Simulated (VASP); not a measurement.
The system is Ag.

```
Ag
1.0
     0.00000    2.02904    2.02904
     2.02904    0.00000    2.02904
     2.02904    2.02904    0.00000
Ag
1
Direct
  0.00000 0.00000 0.00000
```

Base run:

```yaml
Program: VASP 6.6.1
Functional: r2SCAN
Potentials_or_basis: VASP PAW PBE potentials, release 64 (Ag)
Cutoff: 520 eV
k_mesh: 11 × 11 × 11
Occupations: fermi-dirac, width 0.05 eV
Spin: no spin polarisation
```

Its results: pressure 3.7 GPa.

Question: After a change of settings the same cell gave: pressure 9.8 GPa. Which change was it?
A. dispersion from none to D4
B. functional from r2SCAN to HF; k mesh from 11 × 11 × 11 to 6 × 6 × 6
C. functional from r2SCAN to revPBE
D. functional from r2SCAN to PBE exchange alone; further incar settings from ALGO = Normal; EDIFF = 1e-06; NBANDS = 12 to ALGO = Fast; EDIFF = 1e-06; NBANDS = 12

Answer: C.

Caveats: the PAW data sets were made with another functional, which shifts forces and pressure a little.
